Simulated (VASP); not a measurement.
The system is SiC.

```
Si C
1.0
     0.00000    2.17805    2.17805
     2.17805    0.00000    2.17805
     2.17805    2.17805    0.00000
Si C
1 1
Direct
  0.00000 0.00000 0.00000
  0.25000 0.25000 0.25000
```

Base run:

```yaml
Program: VASP 6.6.1
Functional: HSE06
Potentials_or_basis: VASP PAW PBE potentials, release 64 (Si, C)
Cutoff: 520 eV
k_mesh: 6 × 6 × 6
Occupations: gaussian, width 0.01 eV
Spin: no spin polarisation
```

Its results: band gap on the k mesh 2.23 eV, indirect (least direct gap 5.73 eV); pressure -1.5 GPa.

The run is repeated on the same cell with these changes: functional from HSE06 to r2SCAN. What comes out?

Band gap on the k mesh 1.72 eV, indirect (least direct gap 5.06 eV); pressure -0.1 GPa.

HSE06 gives the wider gap, since exact exchange removes part of the self-interaction.

Caveats: the PAW data sets were made with another functional, which shifts forces and pressure a little.

A k mesh can miss the band edges.
